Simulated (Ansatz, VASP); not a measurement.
**GaP in VASP and in Ansatz**

```
Ga P
1.0
     0.00000    2.64364    2.64364
     2.64364    0.00000    2.64364
     2.64364    2.64364    0.00000
Ga P
1 1
Direct
  0.00000 0.00000 0.00000
  0.25000 0.25000 0.25000
```

Change from the starting cell: hydrostatic strain -3.0%.

Alike in both runs: task single point; functional PBE; k mesh 8 × 8 × 8; occupations fermi-dirac, width 0.02 eV; no spin polarisation.

|  | VASP | Ansatz |
| --- | --- | --- |
| version | VASP 6.6.1 | Ansatz 0.2.0 |
| potentials or method | VASP PAW PBE potentials, release 64 (Ga_d, P) | plane waves, PAW |
| plane-wave cutoff (eV) | 520 | 420 |
| valence electrons in the cell | 18 | 18 |

Ansatz gave:

| Property | Result |
| --- | --- |
| gap on the k mesh at the Fermi level (eV) | 1.45 |
| pressure (GPa) | 12.3 |

Problem. Which values does VASP return?

Solution. gap on the k mesh at the Fermi level (eV): 1.45; pressure (GPa): 12.1.
